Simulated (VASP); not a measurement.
Here is a VASP 6.6.1 calculation.

The input INCAR:

```
PREC     = Accurate       # precision mode
ENCUT    = 520            # plane-wave cutoff, eV
EDIFF    = 1E-6           # SCF threshold, eV
ISMEAR   = 0              # smearing method
SIGMA    = 0.05           # smearing width, eV
LREAL    = False          # projectors in reciprocal space
LASPH    = True           # aspherical terms in the spheres
NELM     = 60             # most SCF steps
ALGO     = Normal         # electronic algorithm
ISIF     = 2              # what is computed and relaxed
LWAVE    = False          # write WAVECAR
LCHARG   = True           # write CHGCAR
GGA      = PE             # functional
LELF     = True           # ELF
LVHAR    = True         
NBANDS   = 26             # bands
```

KPOINTS

```
Automatic mesh
0
Gamma
  12 12 4
```

Contents of POSCAR:

```
SiC
1.0
    2.8775000000      0.0000000000      0.0000000000
   -1.4387500000      2.4919880994      0.0000000000
    0.0000000000      0.0000000000     10.1291708101
Si C
4 4
Direct
    0.6666666667      0.3333333333      0.9378436843
    0.3333333333      0.6666666667      0.4378436843
    0.0000000000      0.0000000000      0.6878989045
    0.0000000000      0.0000000000      0.1878989045
    0.6666666667      0.3333333333      0.7498087506
    0.3333333333      0.6666666667      0.2498087506
    0.0000000000      0.0000000000      0.5004476606
    0.0000000000      0.0000000000      0.0004476606
```

Potentials or basis: VASP PAW PBE potentials, release 64 (Si, C).

Launch:

```sh
$ cat potpaw_PBE.64/Si/POTCAR potpaw_PBE.64/C/POTCAR > POTCAR
$ mpirun -np 1 vasp_std > vasp.out
```

(1) Estimate the largest force.

(2) What does it give for the band gap on the k mesh?

(3) Estimate the pressure.

## Answers

(1) 1.139 eV/Å.

(2) 1.78 eV, indirect (least direct gap 3.16 eV).

(3) 43.1 GPa.

Caveat: forces of over 1 eV/Å act on the atoms, so gaps and moduli don't describe the material at rest.
